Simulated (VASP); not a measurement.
# SiP5 (P-3m1) in VASP: a series of runs

SiP5 is run at these levels: PBE; tasks: single point.

Program: VASP 6.6.1. These are calculated values, not measurements. Logs are shortened: lines on timing, memory, paths and dates and some standing lists are left out, and cuts for length are marked.

## 1. The cell of the first run

Symmetry: P-3m1, No. 164, trigonal system. Conventional cell: a = 3.439 Å, b = 3.439 Å, c = 25.377 Å, α = 90.00°, β = 90.00°, γ = 120.00°. Si (site symmetry 3m) has 3 P at 2.25 Å and 1 Si at 2.35 Å within 3.0 Å. Within 3.0 Å of P (site symmetry 3m) lie 3 Si at 2.25 Å. P (site symmetry 3m) has 3 P at 2.30 Å within 3.0 Å. Within 3.0 Å of P (site symmetry 3m) lie 6 P at 2.30 to 2.74 Å. Within 3.0 Å of P (site symmetry 3m) lie 6 P at 2.30 to 2.74 Å. P (site symmetry 3m) has 3 P at 2.30 Å within 3.0 Å.

## 2. Single point, PBE

Input file INCAR:

```
SYSTEM = SiP5
PREC = Accurate ; ENCUT = 520
EDIFF = 1E-6 ; ISMEAR = 0
SIGMA = 0.1 ; LREAL = .False.
LASPH = .True. ; NELM = 60
ALGO = Normal ; ISIF = 2
LWAVE = .False. ; LCHARG = .True.
GGA = PE ; LELF = .True.
LVHAR = .True. ; NBANDS = 41
```

Input file KPOINTS:

```
regular mesh
0
Gamma
  12 12 2
  0 0 0
```

Input file POSCAR:

```
SiP5
1.0
    3.4391828284      0.0000000000      0.0000000000
   -1.7195914142      2.9784196976      0.0000000000
    0.0000000000      0.0000000000     25.3765475870
Si P
2 10
Direct
    0.0000000000      0.0000000000      0.9537019346
    0.0000000000      0.0000000000      0.0462980654
    0.6666666667      0.3333333333      0.9123131313
    0.3333333333      0.6666666667      0.0876868687
    0.3333333333      0.6666666667      0.7376833243
    0.0000000000      0.0000000000      0.6919801150
    0.6666666667      0.3333333333      0.2623166757
    0.0000000000      0.0000000000      0.3080198850
    0.6666666667      0.3333333333      0.6177670616
    0.3333333333      0.6666666667      0.5720128862
    0.3333333333      0.6666666667      0.3822329384
    0.6666666667      0.3333333333      0.4279871138
```

Potentials or basis: VASP PAW PBE potentials, release 64 (Si, P).

On the command line:

```bash
$ cat potpaw_PBE.64/Si/POTCAR potpaw_PBE.64/P/POTCAR > POTCAR
$ mpirun -np 1 vasp_std > vasp.out
```

OUTCAR:

```text
SYSTEM = SiP5
   PREC = Accurate
   ENCUT = 520
   EDIFF = 1E-6
   ISMEAR = 0
   LREAL = .False.
   LASPH = .True.
   NELM = 60
   ISIF = 2
   GGA = PE

 ion  position               nearest neighbor table
   1  0.000  0.000  0.954-   3 2.25   3 2.25   3 2.25   2 2.35
   2  0.000  0.000  0.046-   4 2.25   4 2.25   4 2.25   1 2.35
   3  0.667  0.333  0.912-   1 2.25   1 2.25   1 2.25
   4  0.333  0.667  0.088-   2 2.25   2 2.25   2 2.25
   5  0.333  0.667  0.738-   6 2.30   6 2.30   6 2.30
   6  0.000  0.000  0.692-   5 2.30   5 2.30   5 2.30   9 2.74   9 2.74   9 2.74
   7  0.667  0.333  0.262-   8 2.30   8 2.30   8 2.30
   8  0.000  0.000  0.308-   7 2.30   7 2.30   7 2.30  11 2.74  11 2.74  11 2.74
   9  0.667  0.333  0.618-  10 2.30  10 2.30  10 2.30   6 2.74   6 2.74   6 2.74
  10  0.333  0.667  0.572-   9 2.30   9 2.30   9 2.30
  11  0.333  0.667  0.382-  12 2.30  12 2.30  12 2.30   8 2.74   8 2.74   8 2.74
  12  0.667  0.333  0.428-  11 2.30  11 2.30  11 2.30

  LATTYP: Found a hexagonal cell.
 ALAT       =     3.4391828284
 C/A-ratio  =     7.3786561672

  Lattice vectors:

 A1 = (   3.4391828284,   0.0000000000,   0.0000000000)
 A2 = (  -1.7195914142,   2.9784196976,   0.0000000000)
 A3 = (   0.0000000000,   0.0000000000,  25.3765475870)

Analysis of symmetry for initial positions (statically):
=====================================================================
 Subroutine PRICEL returns:
 Original cell was already a primitive cell.

 Routine SETGRP: Setting up the symmetry group for a
 hexagonal supercell.

 Subroutine GETGRP returns: Found 12 space group operations
 (whereof 12 operations were pure point group operations)
 out of a pool of 24 trial point group operations.

The static configuration has the point symmetry D_3d.

Analysis of symmetry for dynamics (positions and initial velocities):
=====================================================================
 Subroutine PRICEL returns:
 Original cell was already a primitive cell.

 Routine SETGRP: Setting up the symmetry group for a
 hexagonal supercell.

 Subroutine GETGRP returns: Found 12 space group operations
 (whereof 12 operations were pure point group operations)
 out of a pool of 24 trial point group operations.

The dynamic configuration has the point symmetry D_3d.

 Subroutine INISYM returns: Found 12 space group operations
[... 127 lines left out ...]
   PSTRESS=    0.0 pullay stress
   NELECT =      58.0000    total number of electrons
   NUPDOWN=      -1.0000    fix difference up-down
   EMIN   =  10.00;   EMAX   =-10.00  energy-range for DOS
   EFERMI =   0.00;   METHOD = LEGACY
   ISMEAR =     0;   SIGMA  =   0.10  broadening in eV -4-tet -1-fermi 0-gaus
   EFERMI_NEDOS =   21; number of points for ismear=-14 and -15
   IALGO  =     38    algorithm
   IMIX   =      4    mixing-type and parameters
     AMIX     =   0.40;   BMIX     =  1.00
     AMIX_MAG =   1.60;   BMIX_MAG =  1.00
  volume/ion in A,a.u.               =      21.66       146.18
  Fermi-wavevector in a.u.,A,eV,Ry     =   0.992947  1.876399 13.414591  0.985945
  Thomas-Fermi vector in A             =   2.124795
   LORBIT       =      0    0 simple, 1 ext, 2 COOP (PROOUT), +10 PAW based schemes
   GGA     = PE    functional components
   LHFCALC =     F    Hartree Fock is set to
   AEXX    =    0.0000 exact exchange contribution
   IVDW    =     0    specifies the selected vdW correction
   LEPSILON=     F    determine dielectric tensor
   LRPA    =     F    only Hartree local field effects (RPA)
 non-spin polarized calculation
 Gauss-broadening in eV      SIGMA  =   0.10
  energy-cutoff  :      520.00
  volume of cell :      259.94
 maximum number of plane-waves:      7058
 NGX is ok and might be reduce to    28
   NGX = 13   NGY = 13   NGZ = 95

 number of electron      58.0000000 magnetization

 Free energy of the ion-electron system (eV)
  ---------------------------------------------------
  ext. energy  EPLUGINS =         0.00000000
  ---------------------------------------------------
  free energy    TOTEN  =       -64.87412577 eV

  energy without entropy =      -64.86540402  energy(sigma->0) =      -64.86976489

 E-fermi :   5.5179     XC(G=0):  -8.9378

 val. band max:        5.5090926688   @ k =   0.0833   0.0000   0.0000
 cond. band min:       5.5501851383   @ k =   0.0833   0.0000   0.5000
 fundamental gap:      0.0410924695
 Fermi energy:         5.5179220127

 k-point     1 :       0.0000    0.0000    0.0000
  band No.  band energies     occupation
      1     -10.5419      2.00000
      2     -10.5304      2.00000
      3      -9.2884      2.00000
      4      -9.2622      2.00000
      5      -9.0271      2.00000
      6      -8.4279      2.00000
[... 1045 lines left out ...]
     40       8.0192      0.00000
     41       8.9553      0.00000

 [... further k-points ...]

------------------------ aborting loop because EDIFF is reached ----------------------------------------

  FORCE on cell =-STRESS in cart. coord.  units (eV):
  Direction    XX          YY          ZZ          XY          YZ          ZX
  --------------------------------------------------------------------------------------
  -------------------------------------------------------------------------------------
  Total       -0.3522916     -0.3522916     -0.2880142     -0.0000000      0.0000000      0.0000000
  in kB       -2.1713966     -2.1713966     -1.7752145     -0.0000000      0.0000000      0.0000000
  external PRESSURE =      -2.0393359 kB  Pullay stress =       0.0000000 kB

 VOLUME and BASIS-vectors are now :
 -----------------------------------------------------------------------------
  energy-cutoff  :      520.00
  volume of cell :      259.94
      direct lattice vectors                 reciprocal lattice vectors
     3.439182828  0.000000000  0.000000000     0.290766746  0.167874259  0.000000000
    -1.719591414  2.978419698  0.000000000     0.000000000  0.335748518  0.000000000
     0.000000000  0.000000000 25.376547587     0.000000000  0.000000000  0.039406464

 POSITION                                       TOTAL-FORCE (eV/Angst)
 -----------------------------------------------------------------------------------
      0.00000      0.00000     24.20166        -0.000000      0.000000     -0.024479
      0.00000      0.00000      1.17489         0.000000      0.000000      0.024479
      1.71959      0.99281     23.15136         0.000000      0.000000      0.031934
     -0.00000      1.98561      2.22519        -0.000000     -0.000000     -0.031934
     -0.00000      1.98561     18.71986        -0.000000      0.000000     -0.045974
      0.00000      0.00000     17.56007        -0.000000      0.000000      0.053242
      1.71959      0.99281      6.65669         0.000000      0.000000      0.045974
      0.00000      0.00000      7.81648        -0.000000      0.000000     -0.053242
      1.71959      0.99281     15.67680         0.000000      0.000000     -0.053280
     -0.00000      1.98561     14.51571         0.000000      0.000000      0.047074
     -0.00000      1.98561      9.69975        -0.000000      0.000000      0.053280
      1.71959      0.99281     10.86084        -0.000000      0.000000     -0.047074
 -----------------------------------------------------------------------------------
    total drift:                                0.000000     -0.000000     -0.000000

  FREE ENERGIE OF THE ION-ELECTRON SYSTEM (eV)
  ---------------------------------------------------
  free  energy   TOTEN  =       -64.8741257664 eV

  energy  without entropy=      -64.8654040207  energy(sigma->0) =      -64.86976489
```

OSZICAR:

```text
N       E                     dE             d eps       ncg     rms          rms(c)
DAV:   1     0.224853701066E+03    0.22485E+03   -0.23391E+04  3116   0.119E+03
DAV:   2    -0.450581892325E+02   -0.26991E+03   -0.25802E+03  3913   0.195E+02
DAV:   3    -0.649402831926E+02   -0.19882E+02   -0.19482E+02  3935   0.515E+01
DAV:   4    -0.655365873965E+02   -0.59630E+00   -0.59109E+00  4400   0.984E+00
DAV:   5    -0.655520192279E+02   -0.15432E-01   -0.15377E-01  4141   0.154E+00    0.159E+01
DAV:   6    -0.650503496679E+02    0.50167E+00   -0.69612E-01  3920   0.251E+00    0.951E+00
DAV:   7    -0.649500339304E+02    0.10032E+00   -0.11951E+00  4022   0.472E+00    0.144E+00
DAV:   8    -0.648728185143E+02    0.77215E-01   -0.40352E-01  4312   0.302E+00    0.714E-01
DAV:   9    -0.648741475073E+02   -0.13290E-02   -0.56061E-02  3939   0.864E-01    0.524E-01
DAV:  10    -0.648736679245E+02    0.47958E-03   -0.55266E-03  4147   0.359E-01    0.317E-01
DAV:  11    -0.648740582422E+02   -0.39032E-03   -0.41593E-03  3959   0.252E-01    0.705E-02
DAV:  12    -0.648740600571E+02   -0.18149E-05   -0.54467E-04  4199   0.106E-01    0.616E-02
DAV:  13    -0.648740906205E+02   -0.30563E-04   -0.20694E-04  3750   0.518E-02    0.385E-02
DAV:  14    -0.648741154732E+02   -0.24853E-04   -0.35452E-05  3907   0.233E-02    0.281E-02
DAV:  15    -0.648741260929E+02   -0.10620E-04   -0.20008E-05  3704   0.188E-02    0.786E-03
DAV:  16    -0.648741257664E+02    0.32650E-06   -0.47725E-06  3631   0.908E-03
   1 F= -.64874126E+02 E0= -.64869765E+02  d E =-.872175E-02
```

stdout:

```text
POSCAR found type information on POSCAR SiP
 POSCAR found :  2 types and      12 ions
 scaLAPACK will be used
 LDA part: xc-table for (Slater+PW92), standard interpolation
 POSCAR, INCAR and KPOINTS ok, starting setup
 FFT: planning ... GRIDC
 FFT: planning ... GRID_SOFT
 FFT: planning ... GRID
 WAVECAR not read
 entering main loop
```

It took 11 min on 1 thread of Oxide Virtual Turin-like, shared host; peak memory 0.52 GiB.

Results:

| Item | Value |
| --- | --- |
| Free energy | -64.8741 eV |
| Pressure | -0.2 GPa |
| Largest force | 0.053 eV/Å |
| Band gap on the k mesh | zero (bands 29 and 30 overlap by 0.56 eV) |

Forces on the atoms (eV/Å):
```
Si   0.000  0.000 -0.024
Si   0.000  0.000  0.024
P    0.000  0.000  0.032
P    0.000  0.000 -0.032
P    0.000  0.000 -0.046
P    0.000  0.000  0.053
P    0.000  0.000  0.046
P    0.000  0.000 -0.053
P    0.000  0.000 -0.053
P    0.000  0.000  0.047
P    0.000  0.000  0.053
P    0.000  0.000 -0.047
```

Caveat: this functional lacks dispersion, which binds the layers, so the pressure and a relaxed spacing across them are unreliable.

## 3. Single point, PBE (22.86 Å³/atom)

This run uses another cell than the first one, of 22.86 Å³/atom.

Input file INCAR:

```
  PREC = Accurate
  ENCUT = 520
  EDIFF = 1E-6
  ISMEAR = 0
  SIGMA = 0.1
  LREAL = False
  LASPH = True
  NELM = 80
  ALGO = Normal
  ISIF = 2
  LWAVE = False
  LCHARG = False
  GGA = PE
  NBANDS = 41
```

Input file KPOINTS:

```
regular mesh
0
Gamma
  12 12 2
```

Input file POSCAR:

```
SiP5
1.0
    3.4395852049      0.0000000000      0.0000000000
   -1.7197926024      2.9787681659      0.0000000000
    0.0000000000      0.0000000000     26.7753169118
Si P
2 10
Direct
    0.0000000000      0.0000000000      0.9561181435
    0.0000000000      0.0000000000      0.0438818565
    0.6666666667      0.3333333333      0.9168715377
    0.3333333333      0.6666666667      0.0831284623
    0.3333333333      0.6666666667      0.7271008321
    0.0000000000      0.0000000000      0.6837810164
    0.6666666667      0.3333333333      0.2728991679
    0.0000000000      0.0000000000      0.3162189836
    0.6666666667      0.3333333333      0.6134652970
    0.3333333333      0.6666666667      0.5701058300
    0.3333333333      0.6666666667      0.3865347030
    0.6666666667      0.3333333333      0.4298941700
```

Potentials or basis: VASP PAW PBE potentials, release 64 (Si, P).

On the command line:

```bash
$ cat potpaw_PBE.64/Si/POTCAR potpaw_PBE.64/P/POTCAR > POTCAR
$ mpirun -np 1 vasp_std > vasp.out
```

Wall time 10 min (1 thread of Oxide Virtual Turin-like, shared host); peak memory 0.53 GiB.

It converged, with:

```yaml
Free_energy: -64.8716 eV
Pressure: -0.2 GPa
Largest_force: 0.054 eV/Å
Band_gap_on_the_k_mesh: zero (bands 29 and 30 overlap by 0.52 eV)
```

Forces on the atoms (eV/Å):
```
Si   0.000  0.000 -0.031
Si   0.000  0.000  0.031
P    0.000  0.000  0.038
P    0.000  0.000 -0.038
P    0.000  0.000 -0.047
P    0.000  0.000  0.054
P    0.000  0.000  0.047
P    0.000  0.000 -0.054
P    0.000  0.000 -0.053
P    0.000  0.000  0.047
P    0.000  0.000  0.053
P    0.000  0.000 -0.047
```

Levels at points of the mesh, in eV from the Fermi level:
```tsv
k point	band 26	band 27	band 28	band 29	band 30	band 31	band 32	band 33
(0.00, 0.00, 0.00)	-1.53	-1.53	0.16	0.44	0.57	0.64	0.66	0.66
(0.50, 0.00, 0.00)	-3.07	-2.16	-2.01	-1.91	-0.04	0.08	0.33	0.58
(0.00, 0.00, 0.50)	-1.53	-1.53	0.15	0.45	0.57	0.64	0.66	0.66
(0.50, 0.00, 0.50)	-3.07	-2.16	-2.01	-1.91	-0.04	0.08	0.33	0.58
```

Caveat: this functional lacks dispersion, which binds the layers, so the pressure and a relaxed spacing across them are unreliable.
